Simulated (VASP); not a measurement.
Write the native input for VASP 6.6.1 that does the following.

```yaml
Task: single point
Functional: PBEsol
Potentials_or_basis: VASP PAW PBE potentials, release 64 (Si, C)
Cutoff: 520 eV
k_mesh: 10 × 10 × 10
Occupations: gaussian, width 0.05 eV
Spin: no spin polarisation
Dipole_correction: no
Further_INCAR_settings: ALGO = Normal; EDIFF = 1e-07; NBANDS = 11
```

The structure of SiC lies in POSCAR:

```
SiC
1.0
    0.0000000000      2.1783895848      2.1783895848
    2.1783895848      0.0000000000      2.1783895848
    2.1783895848      2.1783895848      0.0000000000
Si C
1 1
Direct
    0.0000000000      0.0047117304      0.0000000000
    0.7500000000      0.7389826870      0.7500000000
```

This cell differs from its parent crystal: mode 4 frozen in at -0.024 Å and mode 5 at -0.024 Å (largest displacements).

One way to write it, as run:

INCAR

```
SYSTEM = SiC
  PREC = Accurate
  ENCUT = 520
  EDIFF = 1E-7
  ISMEAR = 0
  SIGMA = 0.05
  LREAL = .False.
  LASPH = .True.
  NELM = 60
  ALGO = Normal
  ISIF = 2
  LWAVE = .False.
  LCHARG = .False.
  GGA = PS
  NBANDS = 11
```

KPOINTS

```
regular mesh
0
Gamma
  10 10 10
  0 0 0
```

Potentials or basis: VASP PAW PBE potentials, release 64 (Si, C).

Command:

```console
$ cat potpaw_PBE.64/Si/POTCAR potpaw_PBE.64/C/POTCAR > POTCAR
$ mpirun -np 1 vasp_std > vasp.out
```

It gave:

* Pressure: 0.6 GPa
* Largest force: 0.936 eV/Å
* Band gap on the k mesh: 1.00 eV, indirect (least direct gap 4.35 eV)

Caveat: the cell differs from its parent crystal (mode 4 frozen in at -0.024 Å and mode 5 at -0.024 Å (largest displacements)); the PAW data sets were made with another functional, which shifts forces and pressure a little.

It took 96 s on 1 thread of AMD EPYC 7R43 64-Core Processor (Zen 3) (shared host), peak memory 0.14 GiB.
